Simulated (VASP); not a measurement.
CuO:

```
Cu O
1.0
     1.99097   -2.15355    0.00000
     1.99097    2.15355    0.00000
     0.00000    0.00000    5.15593
Cu O
2 2
Cartesian
  0.9955 -1.0768 0.0000
  0.9955 1.0768 2.5780
  1.9910 0.0000 1.2890
  1.9910 0.0000 3.8669
```

* Program: VASP 6.6.1
* Task: relaxation of cell and atoms
* Functional: revPBE
* Potentials or basis: VASP PAW PBE potentials, release 64 (Cu, O)
* Cutoff: 600 eV
* k mesh: 9 × 9 × 5
* Occupations: fermi-dirac, width 0.05 eV
* Spin: no spin polarisation

At the start: pressure 5.8 GPa; volume 11.05 Å³/atom.

Task: Where does the relaxation end?

Result: Over 14 steps the energy falls by 9.5 meV/atom and the volume is 11.55 Å³/atom (+4.5 %); space group Cccm (No. 66, to 0.1 Å) before, P4_2/mmc (No. 131, to 0.1 Å).

Step by step:
| step | energy change (eV) | largest force (eV/Å) | pressure (GPa) | volume (Å³) |
| --- | --- | --- | --- | --- |
| 1 | 0.0000 | 0.0000 | 5.77 | 44.21 |
| 2 | -0.0215 | 0.0000 | -2.59 | 46.81 |
| 3 | -0.0292 | 0.0000 | 0.06 | 45.89 |
| 4 | -0.0310 | 0.0000 | 0.09 | 45.97 |
| 5 | -0.0326 | 0.0000 | 0.05 | 46.14 |
| 6 | -0.0336 | 0.0000 | -0.31 | 46.22 |
| 7 | -0.0348 | 0.0000 | -0.69 | 46.35 |
| 8 | -0.0354 | 0.0000 | -1.13 | 46.60 |
| 9 | -0.0358 | 0.0000 | -1.19 | 46.57 |
| 10 | -0.0367 | 0.0000 | -0.75 | 46.49 |
| 11 | -0.0377 | 0.0000 | -0.12 | 46.31 |
| 12 | -0.0377 | 0.0000 | -0.30 | 46.30 |
| 13 | -0.0378 | 0.0000 | -0.32 | 46.26 |
| 14 | -0.0379 | 0.0000 | 0.00 | 46.19 |

Final structure:
```yaml
crystal:
  lattice:
    - [2.10805, -2.11069, 0.00000]
    - [2.10805, 2.11069, 0.00000]
    - [0.00000, 0.00000, 5.19056]
  atoms:
    - { symbol: Cu, position: [0.50000, 0.00000, 0.00000] }
    - { symbol: Cu, position: [0.00000, 0.50000, 0.50000] }
    - { symbol: O, position: [0.50000, 0.50000, 0.25000] }
    - { symbol: O, position: [0.50000, 0.50000, 0.75000] }
```

Caveat: the PAW data sets were made with another functional, which shifts forces and pressure a little.
